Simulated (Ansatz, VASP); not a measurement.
# Tl: VASP beside Ansatz

The input INCAR:

```
  PREC = Accurate
  ENCUT = 520
  EDIFF = 1E-6
  ISMEAR = 0
  SIGMA = 0.1
  LREAL = F
  LASPH = T
  NELM = 80
  ALGO = Fast
  ISIF = 2
  LWAVE = F
  LCHARG = F
  GGA = PE
  NBANDS = 12
```

File KPOINTS:

```
Automatic mesh
0
Gamma
  14 14 14
```

POSCAR

```
Tl
1.0
    0.0000000000      2.4764532321      2.4764532321
    2.4764532321      0.0000000000      2.4764532321
    2.4764532321      2.4764532321      0.0000000000
Tl
1
Direct
    0.0000000000      0.0000000000      0.0000000000
```

Input for Ansatz:

```yaml
crystal:
  lattice:
    - [0.0, 2.4764532321, 2.4764532321]
    - [2.4764532321, 0.0, 2.4764532321]
    - [2.4764532321, 2.4764532321, 0.0]
  atoms:
    - { symbol: Tl, position: [0.0, 0.0, 0.0] }
basis:
  ecutwfc: 420
kpoints:
  mp_grid: { grid: [14, 14, 14] }
hamiltonian:
  xc: pbe
scf:
  occupations: { method: gaussian, width: 0.1 }
output:
  forces: true
  stress: true
  eigenvalues: true
```

Alike in both runs: task single point; functional PBE; k mesh 14 × 14 × 14; occupations gaussian, width 0.1 eV; no spin polarisation.

```csv
,VASP,Ansatz
version,VASP 6.6.1,Ansatz 0.2.0
potentials or method,"VASP PAW PBE potentials, release 64 (Tl_d), cutoff 520 eV","scalar-relativistic, plane waves, PAW"
valence electrons in the cell,13,13
```

|  | VASP | Ansatz | Ansatz less VASP |
| --- | --- | --- | --- |
| gap on the k mesh at the Fermi level (eV) | none | none | - |
| pressure (GPa) | 0.7 | 0.7 | +0.05 |

A gap of «none» marks a metal or a gap that the smearing closes. The functional is the same, so the differences come from potentials, cutoffs and numerics.

Neither program's run includes spin-orbit coupling.
